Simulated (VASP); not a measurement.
# TbPIr2 (P6/mmm) in VASP: further runs

Runs on TbPIr2. Level: PBE. Tasks: single point, relaxation of cell and atoms.

Program: VASP 6.6.1. These are calculated values, not measurements. Logs are shortened: lines on timing, memory, paths and dates and some standing lists are left out, and cuts for length are marked.

### Step 1. The cell of the first run

Symmetry: P6/mmm, No. 191, hexagonal system. The conventional cell has a = 4.380 Å, b = 4.380 Å, c = 5.115 Å, α = 90.00°, β = 90.00°, γ = 120.00°. Within 3.4 Å of Tb (site symmetry 6/mmm) lie 2 P at 2.56 Å. P (site symmetry 6/mmm) has 6 Ir at 2.53 Å and 2 Tb at 2.56 Å within 3.3 Å. Ir (site symmetry -6m2) has 3 Ir at 2.53 Å and 3 P at 2.53 Å within 3.3 Å.

The cell was generated, and may not be a known phase.

### Step 2. Single point, PBE

File INCAR:

```
SYSTEM = TbPIr2
  PREC = Accurate
  ENCUT = 500
  EDIFF = 1E-6
  ISMEAR = 0
  SIGMA = 0.1
  LREAL = .False.
  LASPH = .True.
  NELM = 200
  ALGO = Normal
  ISIF = 2
  LWAVE = .False.
  LCHARG = .False.
  GGA = PE
  NBANDS = 24
  GGA_COMPAT = .False.
  LMAXMIX = 6
```

File KPOINTS:

```
Automatic mesh
0
Gamma
  6 6 2
  0 0 0
```

File POSCAR:

```
TbPIr2
1.0
    4.3801267681      0.0000000000      0.0000000000
   -2.1900633841      3.7933010530      0.0000000000
    0.0000000000      0.0000000000      5.1145204814
Tb P Ir
1 1 2
Direct
    0.0000000000      0.0000000000      0.5000000000
    0.0000000000      0.0000000000      0.0000000000
    0.3333333333      0.6666666667      0.0000000000
    0.6666666667      0.3333333333      0.0000000000
```

Potentials or basis: VASP PAW PBE potentials, release 64 (Tb_3, P, Ir), 4f in core.

Launch:

```console
$ cat potpaw_PBE.64/Tb_3/POTCAR potpaw_PBE.64/P/POTCAR potpaw_PBE.64/Ir/POTCAR > POTCAR
$ mpirun -np 1 vasp_std > vasp.out
```

OUTCAR:

```text
SYSTEM = TbPIr2
   PREC = Accurate
   ENCUT = 500
   EDIFF = 1E-6
   ISMEAR = 0
   LREAL = .False.
   LASPH = .True.
   NELM = 200
   ISIF = 2
   GGA = PE

 ion  position               nearest neighbor table
   1  0.000  0.000  0.500-   2 2.56   2 2.56   4 3.60   3 3.60   3 3.60   4 3.60   4 3.60   4 3.60
                             3 3.60   3 3.60   4 3.60   4 3.60   3 3.60   3 3.60
   2  0.000  0.000  0.000-   3 2.53   4 2.53   4 2.53   3 2.53   4 2.53   3 2.53   1 2.56   1 2.56

   3  0.333  0.667  0.000-   4 2.53   2 2.53   4 2.53   2 2.53   2 2.53   4 2.53   1 3.60   1 3.60
                             1 3.60   1 3.60   1 3.60   1 3.60
   4  0.667  0.333  0.000-   3 2.53   2 2.53   3 2.53   2 2.53   2 2.53   3 2.53   1 3.60   1 3.60
                             1 3.60   1 3.60   1 3.60   1 3.60

  LATTYP: Found a hexagonal cell.
 ALAT       =     4.3801267681
 C/A-ratio  =     1.1676649449

  Lattice vectors:

 A1 = (   4.3801267681,   0.0000000000,   0.0000000000)
 A2 = (  -2.1900633841,   3.7933010530,   0.0000000000)
 A3 = (   0.0000000000,   0.0000000000,   5.1145204814)

Analysis of symmetry for initial positions (statically):
=====================================================================
 Subroutine PRICEL returns:
 Original cell was already a primitive cell.

 Routine SETGRP: Setting up the symmetry group for a
 hexagonal supercell.

 Subroutine GETGRP returns: Found 24 space group operations
 (whereof 24 operations were pure point group operations)
 out of a pool of 24 trial point group operations.

The static configuration has the point symmetry D_6h.

Analysis of symmetry for dynamics (positions and initial velocities):
=====================================================================
 Subroutine PRICEL returns:
 Original cell was already a primitive cell.

 Routine SETGRP: Setting up the symmetry group for a
 hexagonal supercell.

 Subroutine GETGRP returns: Found 24 space group operations
 (whereof 24 operations were pure point group operations)
 out of a pool of 24 trial point group operations.

The dynamic configuration has the point symmetry D_6h.

 Subroutine INISYM returns: Found 24 space group operations
 (whereof 24 operations are pure point group operations),
 and found     1 'primitive' translations

----------------------------------------------------------------------------------------

                                     Primitive cell

  volume of cell :      84.9785

  direct lattice vectors                    reciprocal lattice vectors
     4.380126768  0.000000000  0.000000000     0.228303895  0.131811315  0.000000000
    -2.190063384  3.793301053  0.000000000     0.000000000  0.263622630  0.000000000
     0.000000000  0.000000000  5.114520481     0.000000000  0.000000000  0.195521751

  length of vectors
     4.380126768  4.380126768  5.114520481     0.263622630  0.263622630  0.195521751

  position of ions in fractional coordinates (direct lattice)
     0.000000000  0.000000000  0.500000000
     0.000000000  0.000000000  0.000000000
     0.333333333  0.666666667  0.000000000
     0.666666667  0.333333333  0.000000000

  ion indices of the primitive-cell ions
   primitive index   ion index
                 1           1
                 2           2
                 3           3
                 4           4

----------------------------------------------------------------------------------------

 KPOINTS: Automatic mesh

Automatic generation of k-mesh.
 Grid dimensions read from file:
 generate k-points for:    6    6    2

 Generating k-lattice:

  Cartesian coordinates                     Fractional coordinates (reciprocal lattice)
     0.038050649  0.021968553  0.000000000     0.166666667  0.000000000  0.000000000
     0.000000000  0.043937105  0.000000000     0.000000000  0.166666667  0.000000000
     0.000000000  0.000000000  0.097760875     0.000000000  0.000000000  0.500000000

  Length of vectors
     0.043937105  0.043937105  0.097760875

  Shift w.r.t. Gamma in fractional coordinates (k-lattice)
     0.000000000  0.000000000  0.000000000

 Subroutine IBZKPT returns following result:
 ===========================================

 Found     14 irreducible k-points:

 Following reciprocal coordinates:
            Coordinates               Weight
  0.000000  0.000000  0.000000      1.000000
  0.166667  0.000000  0.000000      6.000000
  0.333333  0.000000  0.000000      6.000000
  0.500000  0.000000  0.000000      3.000000
  0.166667  0.166667  0.000000      6.000000
  0.333333  0.166667  0.000000     12.000000
  0.333333  0.333333  0.000000      2.000000
  0.000000  0.000000  0.500000      1.000000
  0.166667  0.000000  0.500000      6.000000
  0.333333  0.000000  0.500000      6.000000
  0.500000  0.000000  0.500000      3.000000
  0.166667  0.166667  0.500000      6.000000
  0.333333  0.166667  0.500000     12.000000
  0.333333  0.333333  0.500000      2.000000
[... 30 lines left out ...]
   NUPDOWN=      -1.0000    fix difference up-down
   EMIN   =  10.00;   EMAX   =-10.00  energy-range for DOS
   EFERMI =   0.00;   METHOD = LEGACY
   ISMEAR =     0;   SIGMA  =   0.10  broadening in eV -4-tet -1-fermi 0-gaus
   EFERMI_NEDOS =   21; number of points for ismear=-14 and -15
   IALGO  =     38    algorithm
   IMIX   =      4    mixing-type and parameters
     AMIX     =   0.40;   BMIX     =  1.00
     AMIX_MAG =   1.60;   BMIX_MAG =  1.00
  volume/ion in A,a.u.               =      21.24       143.37
  Fermi-wavevector in a.u.,A,eV,Ry     =   1.182193  2.234022 19.015246  1.397581
  Thomas-Fermi vector in A             =   2.318452
   LORBIT       =      0    0 simple, 1 ext, 2 COOP (PROOUT), +10 PAW based schemes
   GGA     = PE    functional components
   LHFCALC =     F    Hartree Fock is set to
   AEXX    =    0.0000 exact exchange contribution
   IVDW    =     0    specifies the selected vdW correction
   LEPSILON=     F    determine dielectric tensor
   LRPA    =     F    only Hartree local field effects (RPA)
 non-spin polarized calculation
 Gauss-broadening in eV      SIGMA  =   0.10
  energy-cutoff  :      500.00
  volume of cell :       84.98
 maximum number of plane-waves:      2186
 NGX is ok and might be reduce to    32
   NGX = 15   NGY = 15   NGZ = 19

 number of electron      32.0000001 magnetization

 Free energy of the ion-electron system (eV)
  ---------------------------------------------------
  ext. energy  EPLUGINS =         0.00000000
  ---------------------------------------------------
  free energy    TOTEN  =       -27.78089651 eV

  energy without entropy =      -27.76290190  energy(sigma->0) =      -27.77189921

 E-fermi :   5.7891     XC(G=0): -10.8609

 val. band max:        5.7399741972   @ k =   0.3333   0.0000   0.0000
 cond. band min:       5.8553882365   @ k =   0.3333   0.3333   0.5000
 fundamental gap:      0.1154140393
 Fermi energy:         5.7890624311

 k-point     1 :       0.0000    0.0000    0.0000
  band No.  band energies     occupation
      1     -17.5832      2.00000
      2     -17.4684      2.00000
      3     -17.4684      2.00000
      4      -7.3604      2.00000
      5      -0.5877      2.00000
      6      -0.5877      2.00000
[... 16 lines left out ...]
     23      10.2417      0.00000
     24      10.2417      0.00000

 k-point     2 :       0.1667    0.0000    0.0000
  band No.  band energies     occupation
      1     -17.5816      2.00000
      2     -17.4839      2.00000
      3     -17.4721      2.00000
      4      -7.1148      2.00000
      5      -1.3012      2.00000
      6      -0.4683      2.00000
[... 16 lines left out ...]
     23       9.1235      0.00000
     24      10.7392      0.00000

 k-point     3 :       0.3333    0.0000    0.0000
  band No.  band energies     occupation
      1     -17.5786      2.00000
      2     -17.5146      2.00000
      3     -17.4795      2.00000
      4      -6.6037      2.00000
      5      -1.9045      2.00000
      6      -0.2320      2.00000
[... 16 lines left out ...]
     23       9.5778      0.00000
     24      11.1253      0.00000
[... 244 lines left out ...]
 k-point    13 :       0.3333    0.1667    0.5000
  band No.  band energies     occupation
      1     -17.6317      2.00000
      2     -17.5190      2.00000
      3     -17.4902      2.00000
      4      -5.6818      2.00000
      5      -1.8166      2.00000
      6      -0.1493      2.00000
[... 16 lines left out ...]
     23      10.0179      0.00000
     24      10.3078      0.00000

 k-point    14 :       0.3333    0.3333    0.5000
  band No.  band energies     occupation
      1     -17.6298      2.00000
      2     -17.5092      2.00000
      3     -17.5092      2.00000
      4      -5.6402      2.00000
      5      -0.7513      2.00000
      6      -0.7513      2.00000
[... 16 lines left out ...]
     23      10.9199      0.00000
     24      10.9199      0.00000

------------------------ aborting loop because EDIFF is reached ----------------------------------------

  FORCE on cell =-STRESS in cart. coord.  units (eV):
  Direction    XX          YY          ZZ          XY          YZ          ZX
  --------------------------------------------------------------------------------------
  -------------------------------------------------------------------------------------
  Total        0.2014838      0.2014838      0.2837566     -0.0000000      0.0000000      0.0000000
  in kB        3.7987595      3.7987595      5.3499249     -0.0000000      0.0000000      0.0000000
  external PRESSURE =       4.3158146 kB  Pullay stress =       0.0000000 kB

 VOLUME and BASIS-vectors are now :
 -----------------------------------------------------------------------------
  energy-cutoff  :      500.00
  volume of cell :       84.98
      direct lattice vectors                 reciprocal lattice vectors
     4.380126768  0.000000000  0.000000000     0.228303895  0.131811315  0.000000000
    -2.190063384  3.793301053  0.000000000     0.000000000  0.263622630  0.000000000
     0.000000000  0.000000000  5.114520481     0.000000000  0.000000000  0.195521751

 POSITION                                       TOTAL-FORCE (eV/Angst)
 -----------------------------------------------------------------------------------
      0.00000      0.00000      2.55726        -0.000000      0.000000      0.000000
      0.00000      0.00000      0.00000        -0.000000      0.000000      0.000000
     -0.00000      2.52887      0.00000        -0.000000      0.000000      0.000000
      2.19006      1.26443      0.00000         0.000000     -0.000000      0.000000
 -----------------------------------------------------------------------------------
    total drift:                               -0.000000      0.000000     -0.000000

  FREE ENERGIE OF THE ION-ELECTRON SYSTEM (eV)
  ---------------------------------------------------
  free  energy   TOTEN  =       -27.7808965148 eV

  energy  without entropy=      -27.7629018962  energy(sigma->0) =      -27.77189921
```

Wall time 17 s (1 thread of AMD EPYC 9R45 (Zen 5), shared host); peak memory 0.18 GiB.

Results:

```
Free energy            : -27.7809 eV
Pressure               : 0.4 GPa
Band gap on the k mesh : zero (bands 16 and 17 overlap by 1.07 eV)
```

Levels at points of the mesh, in eV from the Fermi level:
```tsv
k point	band 14	band 15	band 16	band 17	band 18	band 19
(0.00, 0.00, 0.00)	-1.60	-1.60	-0.82	1.24	1.24	2.82
(0.50, 0.00, 0.00)	-1.18	-0.36	-0.22	0.53	0.67	1.04
(0.00, 0.00, 0.50)	-1.28	-1.14	-1.14	-0.59	2.30	2.30
(0.50, 0.00, 0.50)	-1.35	-1.14	-0.36	-0.31	0.27	1.24
```

Caveat: the k points lie up to 0.61 Å⁻¹ apart, too coarse for converged energies and pressures of a metal; spin-orbit coupling is left out, which moves the levels of the heavy elements; the 4f electrons are frozen in the core, so they carry no moment and show no levels.

### Step 3. Single point, PBE

This run uses another cell than the first one, of 22.02 Å³/atom.

File INCAR:

```
PREC = Accurate
ENCUT = 500
EDIFF = 1E-6
ISMEAR = 0
SIGMA = 0.1
LREAL = False
LASPH = True
NELM = 200
ALGO = Normal
ISIF = 2
LWAVE = False
LCHARG = False
GGA = PE
NBANDS = 24
GGA_COMPAT = False
LMAXMIX = 6
```

File KPOINTS:

```
regular mesh
0
Gamma
  6 6 2
```

File POSCAR:

```
TbPIr2
1.0
    3.6700013600      0.0000000000      0.0000000000
   -1.8350006800      3.1783144100      0.0000000000
    0.0000000000      0.0000000000      7.5508983200
Tb P Ir
1 1 2
Direct
    0.0000000000      0.0000000000      0.5000000000
    0.0000000000      0.0000000000      0.0000000000
    0.3333333300      0.6666666700      0.0000000000
    0.6666666700      0.3333333300      0.0000000000
```

Potentials or basis: VASP PAW PBE potentials, release 64 (Tb_3, P, Ir), 4f in core.

Launch:

```console
$ cat potpaw_PBE.64/Tb_3/POTCAR potpaw_PBE.64/P/POTCAR potpaw_PBE.64/Ir/POTCAR > POTCAR
$ mpirun -np 1 vasp_std > vasp.out
```

Run time: 21 s. Hardware: 1 thread of AMD EPYC 9R45 (Zen 5), shared host; peak memory 0.18 GiB.

Results (log left out):

```yaml
Free_energy: -13.9845 eV
Pressure: 91.0 GPa
Band_gap_on_the_k_mesh: zero (bands 16 and 17 overlap by 0.73 eV)
```

Stress tensor (GPa, compression positive):
```
140.13   0.00   0.00
  0.00 140.13   0.00
  0.00   0.00  -7.33
```

Levels at points of the mesh, in eV from the Fermi level:
```csv
k point,band 12,band 13,band 14,band 15,band 16,band 17,band 18,band 19,band 20,band 21
"(0.00, 0.00, 0.00)",-5.69,-3.21,-2.64,-2.64,-0.78,1.00,1.36,1.36,1.83,2.00
"(0.50, 0.00, 0.00)",-2.98,-2.87,-1.81,-1.20,-0.50,-0.34,-0.18,0.55,1.46,1.81
"(0.00, 0.00, 0.50)",-5.69,-3.20,-2.63,-2.63,-0.77,1.13,1.38,1.38,1.43,3.15
"(0.50, 0.00, 0.50)",-2.87,-2.76,-1.82,-1.51,-0.52,-0.18,0.06,0.35,0.96,2.52
```

Caveat: the k points lie up to 0.42 Å⁻¹ apart, too coarse for converged energies and pressures of a metal; spin-orbit coupling is left out, which moves the levels of the heavy elements; the 4f electrons are frozen in the core, so they carry no moment and show no levels.

### Step 4. Single point, PBE

This run uses another cell than the first one, of 21.13 Å³/atom.

File INCAR:

```
SYSTEM = TbPIr2
  PREC = Accurate
  ENCUT = 500
  EDIFF = 1E-6
  ISMEAR = 0
  SIGMA = 0.1
  LREAL = .FALSE.
  LASPH = .TRUE.
  NELM = 200
  ALGO = Normal
  ISIF = 2
  LWAVE = .FALSE.
  LCHARG = .FALSE.
  GGA = PE
  NBANDS = 24
  GGA_COMPAT = .FALSE.
  LMAXMIX = 6
```

File KPOINTS:

```
regular mesh
0
G
  6 6 4
  0 0 0
```

File POSCAR:

```
TbPIr2
1.0
    4.3789730946      0.0000000000      0.0000000000
   -2.1894865473      3.7923019424      0.0000000000
    0.0000000000      0.0000000000      5.0884301614
Tb P Ir
1 1 2
Direct
    0.0000000000      0.0000000000      0.5000000000
    0.0000000000      0.0000000000      0.0000000000
    0.3333333333      0.6666666667      0.0000000000
    0.6666666667      0.3333333333      0.0000000000
```

Launch:

```console
$ cat potpaw_PBE.64/Tb_3/POTCAR potpaw_PBE.64/P/POTCAR potpaw_PBE.64/Ir/POTCAR > POTCAR
$ mpirun -np 1 vasp_std > vasp.out
```

Wall time 23 s (1 thread of AMD EPYC 9R45 (Zen 5), shared host); peak memory 0.19 GiB.

Results (log left out):

```yaml
Free_energy: -27.9383 eV
Pressure: 0.4 GPa
Band_gap_on_the_k_mesh: zero (bands 16 and 17 overlap by 1.17 eV)
```

Stress tensor (GPa, compression positive):
```
0.38 0.00 0.00
0.00 0.38 0.00
0.00 0.00 0.59
```

Levels at points of the mesh, in eV from the Fermi level:
```
           k point  band 14  band 15  band 16  band 17  band 18  band 19
(0.00, 0.00, 0.00)    -1.55    -1.55    -0.80     1.38     1.38     3.03
(0.50, 0.00, 0.00)    -1.18    -0.34    -0.20     0.76     0.80     1.17
(0.00, 0.00, 0.50)    -1.17    -1.10    -1.10    -0.57     2.50     2.50
(0.50, 0.00, 0.50)    -1.31    -1.14    -0.34    -0.28     0.40     1.32
```

Caveat: spin-orbit coupling is left out, which moves the levels of the heavy elements; the 4f electrons are frozen in the core, so they carry no moment and show no levels. Spin polarisation is off, so any magnetic state and its effect on volume and gap are missing.

### Step 5. Relaxation of cell and atoms, PBE

This run uses another cell than the first one, of 22.02 Å³/atom.

File INCAR:

```
SYSTEM = TbPIr2
PREC = Accurate
ENCUT = 500
EDIFF = 1E-7
ISMEAR = 0
SIGMA = 0.1
LREAL = .False.
LASPH = .True.
NELM = 200
ALGO = Normal
ISIF = 3
LWAVE = .False.
LCHARG = .False.
GGA = PE
IBRION = 2
NSW = 90
EDIFFG = -0.04
GGA_COMPAT = .False.
NELMIN = 4
LMAXMIX = 6
```

File KPOINTS:

```
regular mesh
0
Gamma
  6 6 2
  0 0 0
```

File POSCAR:

```
TbPIr2
1.0
    3.6700013600      0.0000000000      0.0000000000
   -1.8350006800      3.1783144100      0.0000000000
    0.0000000000      0.0000000000      7.5508983200
Tb P Ir
1 1 2
Direct
    0.0000000000      0.0000000000      0.5000000000
    0.0000000000      0.0000000000      0.0000000000
    0.3333333300      0.6666666700      0.0000000000
    0.6666666700      0.3333333300      0.0000000000
```

Launch:

```console
$ cat potpaw_PBE.64/Tb_3/POTCAR potpaw_PBE.64/P/POTCAR potpaw_PBE.64/Ir/POTCAR > POTCAR
$ mpirun -np 1 vasp_std > vasp.out
```

It took 4.7 min on 1 thread of AMD EPYC 9R45 (Zen 5), shared host; peak memory 0.2 GiB.

The run converged. Its results:

- Free energy: -27.7779 eV
- Relaxed volume: 21.32 Å³/atom
- Relaxed cell: a = 4.384 Å, b = 4.384 Å, c = 5.126 Å, α = 90.00°, β = 90.00°, γ = 120.00°
- Space group after relaxing (to 0.1 Å): P6/mmm (No. 191)
- Pressure after relaxing: 0.0 GPa
- Band gap on the k mesh: zero (bands 16 and 17 overlap by 1.06 eV)

Final structure:
```
CELL_PARAMETERS angstrom
4.38356 0.00000 0.00000
-2.19178 3.79628 0.00000
0.00000 0.00000 5.12581
ATOMIC_POSITIONS crystal
Tb 0.00000 0.00000 0.50000
P 0.00000 0.00000 0.00000
Ir 0.33333 0.66667 0.00000
Ir 0.66667 0.33333 0.00000
```

Levels at points of the mesh, in eV from the Fermi level:
```
           k point  band 12  band 13  band 14  band 15  band 16  band 17  band 18  band 19  band 20
(0.00, 0.00, 0.00)    -2.71    -2.54    -1.59    -1.59    -0.82     1.24     1.24     2.81     2.90
(0.50, 0.00, 0.00)    -2.40    -2.21    -1.18    -0.35    -0.22     0.52     0.67     1.03     2.57
(0.00, 0.00, 0.50)    -2.78    -1.79    -1.29    -1.13    -1.13    -0.59     2.28     2.28     2.44
(0.50, 0.00, 0.50)    -2.25    -1.55    -1.34    -1.14    -0.36    -0.31     0.26     1.23     3.58
```

Caveat: the k points lie up to 0.61 Å⁻¹ apart in the final cell, too coarse for converged energies and pressures of a metal; a cell axis changed by over 15 % at a fixed basis, so the end point is rough; spin-orbit coupling is left out, which moves the levels of the heavy elements; the 4f electrons are frozen in the core, so they carry no moment and show no levels. Spin polarisation is off, so any magnetic state and its effect on volume and gap are missing.

### Step 6. The runs side by side

| task | cell | k mesh | gap on the mesh (eV) | pressure (GPa) |
| --- | --- | --- | --- | --- |
| single point | a = 4.380, b = 4.380, c = 5.115 Å, angles 90.0, 90.0, 120.0°, 4 atoms | 6 × 6 × 2 | none | 0.4 |
| single point | a = 3.670, b = 3.670, c = 7.551 Å, angles 90.0, 90.0, 120.0°, 4 atoms | 6 × 6 × 2 | none | 91.0 |
| single point | a = 4.379, b = 4.379, c = 5.088 Å, angles 90.0, 90.0, 120.0°, 4 atoms | 6 × 6 × 4 | none | 0.4 |
| relaxation of cell and atoms | relaxed from a = 3.670, b = 3.670, c = 7.551 Å, angles 90.0, 90.0, 120.0°, 4 atoms | 6 × 6 × 2 | none | 0.0 |

Alike in all rows: level PBE; potentials or basis VASP PAW PBE potentials, release 64 (Tb_3, P, Ir), 4f in core; no spin polarisation; cutoff (eV) 500; smearing gaussian 0.1 eV.

Caveats: some runs use coarse meshes; spin-orbit coupling is left out, which moves the levels of the heavy elements; the 4f electrons are frozen in the core, so they carry no moment and show no levels; a cell axis changed by over 15 % at a fixed basis, so the end point is rough (at least some runs).

Total energies depend on the potentials used, so only differences within one code and one set of settings carry meaning.

The gap in the log of VASP goes by the Fermi energy; the results here count the filled bands.